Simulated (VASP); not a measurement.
# MgO: single point with PBE

Crystal: MgO.

```
Mg O
1.0
     0.00000    2.07404    2.07404
     2.07404    0.00000    2.07404
     2.07404    2.07404    0.00000
Mg O
1 1
Direct
  0.00000 0.00000 0.00000
  0.50000 0.50000 0.50000
```

This cell differs from its parent crystal: the cell strained.

```json
{
  "Program": "VASP 6.6.1",
  "Task": "single point",
  "Functional": "PBE",
  "Potentials or basis": "VASP PAW PBE potentials, release 64 (Mg, O)",
  "Cutoff": "600 eV",
  "k mesh": "10 × 10 × 10",
  "Occupations": "gaussian, width 0.05 eV",
  "Spin": "no spin polarisation",
  "Dipole correction": "no",
  "Further INCAR settings": "ALGO = Normal; EDIFF = 1e-06; NBANDS = 11"
}
```

The pressure is 12.2 GPa and the band gap on the k mesh is 5.19 eV.

Levels at points of the mesh, in eV from the valence-band top:
| k point | band 2 | band 3 | band 4 | band 5 | band 6 | band 7 |
| --- | --- | --- | --- | --- | --- | --- |
| (0.00, 0.00, 0.00) | 0.00 | 0.00 | 0.00 | 5.19 | 16.06 | 16.06 |
| (0.50, 0.00, 0.00) | -4.82 | -0.71 | -0.71 | 8.19 | 13.14 | 16.79 |
| (0.50, 0.50, 0.00) | -4.27 | -1.41 | -1.41 | 9.17 | 10.48 | 13.60 |

Wall time 11 s on 1 thread of Intel(R) Xeon(R) Platinum 8259CL CPU @ 2.50GHz (Skylake/Cascade Lake), on a shared host, peak memory 0.14 GiB.

Caveat: the cell differs from its parent crystal (the cell strained); the cell stands under pressure.
